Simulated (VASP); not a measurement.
Input of a VASP 6.6.1 run:

INCAR

```
SYSTEM = PbO
PREC     = Accurate       ! precision mode
ENCUT    = 520            ! plane-wave cutoff, eV
EDIFF    = 1E-6           ! SCF threshold, eV
ISMEAR   = 0              ! smearing method
SIGMA    = 0.1            ! smearing width, eV
LREAL    = .False.        ! projectors in reciprocal space
LASPH    = .True.         ! aspherical terms in the spheres
NELM     = 80             ! most SCF steps
ALGO     = Normal         ! electronic algorithm
ISIF     = 2              ! what is computed and relaxed
LWAVE    = .False.        ! write WAVECAR
LCHARG   = .False.        ! write CHGCAR
GGA      = PE             ! functional
NBANDS   = 50             ! bands
```

Contents of KPOINTS:

```
Automatic mesh
0
Gamma
  4 4 4
  0 0 0
```

Contents of POSCAR:

```
PbO
1.0
   -5.3216698824      5.3216698824      2.8201828438
    5.3216698824     -5.3216698824      2.8201828438
    5.3216698824      5.3216698824     -2.8201828438
Pb O
4 4
Direct
    0.2546920607      0.1250000000      0.6296920607
    0.4953079393      0.6250000000      0.3703079393
    0.8750000000      0.5046920607      0.1296920607
    0.3750000000      0.7453079393      0.8703079393
    0.8750000000      0.7918302844      0.4168302844
    0.3750000000      0.4581697156      0.5831697156
    0.2081697156      0.6250000000      0.0831697156
    0.5418302844      0.1250000000      0.9168302844
```

Potentials or basis: VASP PAW PBE potentials, release 64 (Pb_d, O).

Run with:

```bash
$ cat potpaw_PBE.64/Pb_d/POTCAR potpaw_PBE.64/O/POTCAR > POTCAR
$ mpirun -np 1 vasp_std > vasp.out
```

(1) What does it give for the band gap on the k mesh?

(2) Estimate the largest force.

(3) What does it give for the pressure?

Results:

(1) 1.51 eV (least direct gap 1.55 eV).

(2) 0.013 eV/Å.

(3) 0.0 GPa.

Caveat: spin-orbit coupling is left out, which moves the levels of the heavy elements.
